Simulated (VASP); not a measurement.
# CoBr (P6/mmm) in VASP: notebook

The runs below take CoBr through relaxation of cell and atoms, with RPBE, PBEsol.

Everything below comes from runs of VASP 6.6.1. Logs are shortened: lines on timing, memory, paths and dates and some standing lists are left out, and cuts for length are marked.

**1. The cell of the first run**

The structure is hexagonal, space group P6/mmm (No. 191). Conventional cell: a = 3.498 Å, b = 3.498 Å, c = 4.502 Å, α = 90.00°, β = 90.00°, γ = 120.00°. Within 3.0 Å of Co (site symmetry 6/mmm) lie 2 Br at 2.25 Å. Br (site symmetry 6/mmm) has 2 Co at 2.25 Å within 3.0 Å.

**2. Relaxation of cell and atoms, RPBE, collinear spin, ferromagnetic start**

Input file INCAR:

```
  ALGO = Normal
  EDIFF = 1E-6
  EDIFFG = -0.05
  ENCUT = 600
  GGA = RP
  IBRION = 2
  ISIF = 3
  ISMEAR = -1
  ISPIN = 2
  LASPH = T
  LCHARG = F
  LMAXMIX = 4
  LORBIT = 11
  LREAL = F
  LWAVE = F
  MAGMOM = 2.5 0
  NELM = 150
  NSW = 80
  PREC = Accurate
  SIGMA = 0.1
```

Input file KPOINTS:

```
k-points
0
Gamma
  9 9 6
```

Input file POSCAR:

```
CoBr
1.0
    3.4979561100      0.0000000000      0.0000000000
   -1.7489780500      3.0293188500      0.0000000000
    0.0000000000      0.0000000000      4.5020260000
Co Br
1 1
Direct
    0.0000000000      0.0000000000      0.0000000000
    0.0000000000      0.0000000000      0.5000000000
```

Potentials or basis: VASP PAW PBE potentials, release 64 (Co, Br).

Command:

```console
cat potpaw_PBE.64/Co/POTCAR potpaw_PBE.64/Br/POTCAR > POTCAR
mpirun -np 1 vasp_std > vasp.out
```

OUTCAR:

```text
EDIFF = 1E-6
   EDIFFG = -0.05
   ENCUT = 600
   GGA = RP
   IBRION = 2
   ISIF = 3
   ISMEAR = -1
   ISPIN = 2
   LASPH = T
   LORBIT = 11
   LREAL = F
   NELM = 150
   NSW = 80
   PREC = Accurate

 ion  position               nearest neighbor table
   1  0.000  0.000  0.000-   2 2.25   2 2.25
   2  0.000  0.000  0.500-   1 2.25   1 2.25

  LATTYP: Found a hexagonal cell.
 ALAT       =     3.4979561100
 C/A-ratio  =     1.2870447365

  Lattice vectors:

 A1 = (   3.4979561100,   0.0000000000,   0.0000000000)
 A2 = (  -1.7489780500,   3.0293188500,   0.0000000000)
 A3 = (   0.0000000000,   0.0000000000,   4.5020260000)

Analysis of symmetry for initial positions (statically):
=====================================================================
 Subroutine PRICEL returns:
 Original cell was already a primitive cell.

 Routine SETGRP: Setting up the symmetry group for a
 hexagonal supercell.

 Subroutine GETGRP returns: Found 24 space group operations
 (whereof 24 operations were pure point group operations)
 out of a pool of 24 trial point group operations.

The static configuration has the point symmetry D_6h.

Analysis of symmetry for dynamics (positions and initial velocities):
=====================================================================
 Subroutine PRICEL returns:
 Original cell was already a primitive cell.

 Routine SETGRP: Setting up the symmetry group for a
 hexagonal supercell.

 Subroutine GETGRP returns: Found 24 space group operations
 (whereof 24 operations were pure point group operations)
 out of a pool of 24 trial point group operations.

The dynamic configuration has the point symmetry D_6h.

Analysis of structural, dynamic, and magnetic symmetry:
=====================================================================
 Subroutine PRICEL returns:
 Original cell was already a primitive cell.

 Routine SETGRP: Setting up the symmetry group for a
 hexagonal supercell.

 Subroutine GETGRP returns: Found 24 space group operations
 (whereof 24 operations were pure point group operations)
 out of a pool of 24 trial point group operations.

The overall configuration has the point symmetry D_6h.

 Subroutine INISYM returns: Found 24 space group operations
 (whereof 24 operations are pure point group operations),
 and found     1 'primitive' translations

----------------------------------------------------------------------------------------

                                     Primitive cell

  volume of cell :      47.7054

  direct lattice vectors                    reciprocal lattice vectors
     3.497956110  0.000000000  0.000000000     0.285881231  0.165053606  0.000000000
[... 121 lines left out ...]
 maximum number of plane-waves:      1620
 NGX is ok and might be reduce to    28
   NGX = 13   NGY = 13   NGZ = 17

--------------------------------------- Ionic step        1  -------------------------------------------

 number of electron      16.0000002 magnetization       2.0493398

 Free energy of the ion-electron system (eV)
  ---------------------------------------------------
  ext. energy  EPLUGINS =         0.00000000
  ---------------------------------------------------
  free energy    TOTEN  =        -6.63830431 eV

  energy without entropy =       -6.52862539  energy(sigma->0) =       -6.58346485

------------------------ aborting loop because EDIFF is reached ----------------------------------------

  FORCE on cell =-STRESS in cart. coord.  units (eV):
  Direction    XX          YY          ZZ          XY          YZ          ZX
  --------------------------------------------------------------------------------------
  -------------------------------------------------------------------------------------
  Total        0.6071642      0.6071642      1.0235462      0.0000000      0.0000000      0.0000000
  in kB       20.3915097     20.3915096     34.3756307      0.0000000      0.0000000      0.0000000
  external PRESSURE =      25.0528833 kB  Pullay stress =       0.0000000 kB
[... 275 lines left out ...]
--------------------------------------- Ionic step        9  -------------------------------------------

 number of electron      15.9999992 magnetization       2.0311076

 Free energy of the ion-electron system (eV)
  ---------------------------------------------------
  ext. energy  EPLUGINS =         0.00000000
  ---------------------------------------------------
  free energy    TOTEN  =        -6.68698291 eV

  energy without entropy =       -6.54648320  energy(sigma->0) =       -6.61673305

 E-fermi :   2.1929     XC(G=0):  -8.1384

 val. band max:        2.1904466819   @ k =   0.3333  -0.0000   0.1667
 cond. band min:       2.2032260793   @ k =   0.3333   0.1111   0.1667
 fundamental gap:      0.0127793974
 Fermi energy:         2.1928506503

 spin component 1

 k-point     1 :       0.0000    0.0000    0.0000
  band No.  band energies     occupation
      1     -13.9667      1.00000
      2      -2.7527      1.00000
      3      -0.4461      1.00000
      4      -0.1862      1.00000
      5      -0.1862      1.00000
      6      -0.1116      1.00000
      7      -0.1116      1.00000
      8       0.2339      1.00000
      9       0.2339      1.00000
     10       1.8793      0.95833
     11       8.6047      0.00000
     12      11.8359      0.00000
     13      11.8359      0.00000
[... 356 lines left out ...]
      2      -2.9832      1.00000
      3      -1.9772      1.00000
      4      -1.9772      1.00000
      5       0.0010      1.00000
      6       0.0010      1.00000
      7       0.3570      1.00000
      8       0.3570      1.00000
      9       0.6370      1.00000
     10       5.6925      0.00000
     11       6.4530      0.00000
     12       6.4531      0.00000
     13      11.0187      0.00000

 [... further k-points ...]

 spin component 2

 k-point     1 :       0.0000    0.0000    0.0000
  band No.  band energies     occupation
      1     -13.8380      1.00000
      2      -2.7162      1.00000
      3      -0.0125      1.00000
      4      -0.0125      1.00000
      5       0.4774      1.00000
      6       1.8525      0.96781
      7       1.8525      0.96781
      8       2.0327      0.83217
      9       2.0327      0.83217
     10       2.6579      0.00947
     11       8.8311      0.00000
     12      11.9523      0.00000
     13      11.9805      0.00000
[... 397 lines left out ...]
  FREE ENERGIE OF THE ION-ELECTRON SYSTEM (eV)
  ---------------------------------------------------
  free  energy   TOTEN  =        -6.6869829055 eV

  energy  without entropy=       -6.5464831989  energy(sigma->0) =       -6.61673305

 reached required accuracy - stopping structural energy minimisation

 total charge

# of ion       s       p       d       tot
------------------------------------------
    1        0.315   0.223   7.329   7.867
    2        1.601   3.280   0.044   4.925
--------------------------------------------------
tot          1.916   3.503   7.373  12.792

 magnetization (x)

# of ion       s       p       d       tot
------------------------------------------
    1        0.014  -0.002   1.944   1.956
    2        0.006   0.102  -0.002   0.106
--------------------------------------------------
tot          0.020   0.100   1.942   2.062
```

OSZICAR:

```text
N       E                     dE             d eps       ncg     rms          rms(c)
DAV:   1     0.986842222962E+02    0.98684E+02   -0.73612E+03  2496   0.126E+03
[... 115 lines left out ...]
DAV:   6    -0.668708115881E+01    0.42678E-03   -0.19978E-03  3461   0.489E-01    0.110E-01
DAV:   7    -0.668702771157E+01    0.53447E-04   -0.19252E-04  2859   0.209E-01    0.747E-02
DAV:   8    -0.668698580464E+01    0.41907E-04   -0.27882E-04  3248   0.152E-01    0.459E-02
DAV:   9    -0.668698670113E+01   -0.89648E-06   -0.23218E-05  2981   0.712E-02    0.194E-02
DAV:  10    -0.668698427570E+01    0.24254E-05   -0.53476E-06  2417   0.309E-02    0.113E-02
DAV:  11    -0.668698314150E+01    0.11342E-05   -0.30994E-06  2270   0.227E-02    0.275E-03
DAV:  12    -0.668698290548E+01    0.23602E-06   -0.34804E-07  1313   0.779E-03
   9 F= -.66869829E+01 E0= -.66167331E+01  d E =-.116083E-02  mag=     2.0311
```

CONTCAR:

```text
CoBr
   1.00000000000000
     3.8156975235335304    0.0000000005390941   -0.0000000000000000
    -1.9078487558457145    3.3044909849678694   -0.0000000000000000
    -0.0000000000000000    0.0000000000000000    4.5473234104494313
  Co              Br
     1     1
Direct
     0.0000000000000000    0.0000000000000000    0.0000000000000000
     0.0000000000000000    0.0000000000000000    0.5000000000000000

  0.00000000E+00  0.00000000E+00  0.00000000E+00
  0.00000000E+00  0.00000000E+00  0.00000000E+00
```

It took 11 min on 1 thread of Intel Xeon 8259CL, shared host; peak memory 0.24 GiB.

Results:

- Free energy: -6.6870 eV
- Relaxed volume: 28.67 Å³/atom
- Relaxed cell: a = 3.816 Å, b = 3.816 Å, c = 4.547 Å, α = 90.00°, β = 90.00°, γ = 120.00°
- Space group after relaxing (to 0.1 Å): P6/mmm (No. 191)
- Energy gained by relaxing: 24.3 meV/atom
- Ionic steps: 9
- Pressure after relaxing: 0.0 GPa
- Band gap on the k mesh: zero (filled and empty bands overlap)
- Net moment: 2.03 μB per cell
- Site moments: Co +1.96; Br +0.11 μB
- Valence electrons inside the program's atomic spheres: Co 7.87; Br 4.92

Step by step:
| step | energy change (eV) | largest force (eV/Å) | pressure (GPa) | volume (Å³) |
| --- | --- | --- | --- | --- |
| 1 | 0.0000 | 0.0000 | 2.51 | 47.71 |
| 2 | -0.0147 | 0.0000 | -0.15 | 50.33 |
| 3 | -0.0160 | 0.0000 | 0.41 | 49.70 |
| 4 | -0.0300 | 0.0000 | 0.30 | 51.19 |
| 5 | -0.0457 | 0.0000 | 0.31 | 54.57 |
| 6 | -0.0474 | 0.0000 | 0.39 | 55.88 |
| 7 | -0.0475 | 0.0000 | 0.47 | 56.46 |
| 8 | -0.0458 | 0.0000 | -0.57 | 58.89 |
| 9 | -0.0487 | 0.0000 | 0.03 | 57.34 |

Final structure:
```
Co Br
1.0
     3.81570    0.00000    0.00000
    -1.90785    3.30449    0.00000
     0.00000    0.00000    4.54732
Co Br
1 1
Direct
  0.00000 0.00000 0.00000
  0.00000 0.00000 0.50000
```

Levels at points of the mesh, in eV from the Fermi level:
Spin up:
| k point | band 6 | band 7 | band 8 | band 9 | band 10 | band 11 | band 12 | band 13 |
| --- | --- | --- | --- | --- | --- | --- | --- | --- |
| (0.00, 0.00, 0.00) | -2.30 | -2.30 | -1.96 | -1.96 | -0.31 | 6.41 | 9.64 | 9.64 |
| (0.00, 0.00, 0.50) | -1.95 | -1.95 | -0.77 | -0.77 | 4.65 | 5.17 | 8.09 | 8.39 |
Spin down:
| k point | band 3 | band 4 | band 5 | band 6 | band 7 | band 8 | band 9 | band 10 | band 11 | band 12 |
| --- | --- | --- | --- | --- | --- | --- | --- | --- | --- | --- |
| (0.00, 0.00, 0.00) | -2.21 | -2.21 | -1.72 | -0.34 | -0.34 | -0.16 | -0.16 | 0.47 | 6.64 | 9.76 |
| (0.00, 0.00, 0.50) | -2.74 | -2.74 | -1.48 | -0.14 | -0.14 | 0.76 | 0.76 | 5.10 | 5.18 | 8.34 |

Caveat: the volume moved by over 15 % at a fixed basis, so the end points are rough; the PAW data sets were made with another functional, which shifts forces and pressure a little; semilocal functionals often make such compounds metallic where correlation or magnetic order opens a gap, which also shifts bond lengths.

**3. Relaxation of cell and atoms, PBEsol, collinear spin, ferromagnetic start**

Input file INCAR:

```
PREC = Accurate
ENCUT = 600
EDIFF = 1E-6
ISMEAR = -1
SIGMA = 0.1
LREAL = F
LASPH = T
NELM = 150
ALGO = Normal
ISIF = 3
LWAVE = F
LCHARG = F
ISPIN = 2
MAGMOM = 2.5 0
LORBIT = 11
LMAXMIX = 4
GGA = PS
IBRION = 2
NSW = 80
EDIFFG = -0.05
```

Input file KPOINTS:

```
Automatic mesh
0
Gamma
  9 9 6
```

POSCAR is that of step 2.

Potentials or basis: VASP PAW PBE potentials, release 64 (Co, Br).

Command:

```console
cat potpaw_PBE.64/Co/POTCAR potpaw_PBE.64/Br/POTCAR > POTCAR
mpirun -np 1 vasp_std > vasp.out
```

Run time: 8.9 min. Hardware: 1 thread of Intel Xeon 8259CL, shared host; peak memory 0.24 GiB.

The run converged. Its results:

- Free energy: -8.0769 eV
- Relaxed volume: 21.28 Å³/atom
- Relaxed cell: a = 3.329 Å, b = 3.329 Å, c = 4.435 Å, α = 90.00°, β = 90.00°, γ = 120.00°
- Space group after relaxing (to 0.1 Å): P6/mmm (No. 191)
- Energy gained by relaxing: 21.1 meV/atom
- Ionic steps: 7
- Pressure after relaxing: 0.1 GPa
- Band gap on the k mesh: zero (filled and empty bands overlap)
- Net moment: 2.04 μB per cell
- Site moments: Co +1.90; Br +0.16 μB
- Valence electrons inside the program's atomic spheres: Co 7.95; Br 4.91

Step by step:
```tsv
step	energy change (eV)	largest force (eV/Å)	pressure (GPa)	volume (Å³)
1	0.0000	0.0000	-3.02	47.71
2	-0.0031	0.0000	1.87	44.66
3	-0.0207	0.0000	-0.65	46.07
4	-0.0311	0.0000	-0.54	45.03
5	-0.0389	0.0000	-0.30	43.88
6	-0.0401	0.0000	0.27	41.63
7	-0.0422	0.0000	0.08	42.56
```

Final structure:
```cif
data_structure
_symmetry_space_group_name_H-M 'P 1'
_symmetry_Int_Tables_number 1
_cell_length_a 3.3288
_cell_length_b 3.3288
_cell_length_c 4.4351
_cell_angle_alpha 90.000
_cell_angle_beta 90.000
_cell_angle_gamma 120.000
_cell_volume 42.56
loop_
_atom_site_label
_atom_site_type_symbol
_atom_site_fract_x
_atom_site_fract_y
_atom_site_fract_z
_atom_site_occupancy
Co1 Co 0.00000 0.00000 0.00000 1
Br1 Br 0.00000 0.00000 0.50000 1
```

Levels at points of the mesh, in eV from the Fermi level:
Spin up:
```csv
k point,band 5,band 6,band 7,band 8,band 9,band 10,band 11,band 12,band 13
"(0.00, 0.00, 0.00)",-2.22,-2.03,-2.03,-1.19,-1.19,-0.67,7.50,10.91,10.91
"(0.00, 0.00, 0.50)",-3.01,-2.02,-2.02,0.05,0.05,5.24,6.03,8.12,10.79
```
Spin down:
| k point | band 4 | band 5 | band 6 | band 7 | band 8 | band 9 | band 10 | band 11 |
| --- | --- | --- | --- | --- | --- | --- | --- | --- |
| (0.00, 0.00, 0.00) | -0.96 | -0.96 | -0.40 | -0.40 | -0.27 | -0.27 | 0.34 | 7.73 |
| (0.00, 0.00, 0.50) | -1.99 | -1.99 | -0.25 | -0.25 | 1.17 | 1.17 | 5.97 | 5.98 |

Caveat: the PAW data sets were made with another functional, which shifts forces and pressure a little; semilocal functionals often make such compounds metallic where correlation or magnetic order opens a gap, which also shifts bond lengths.
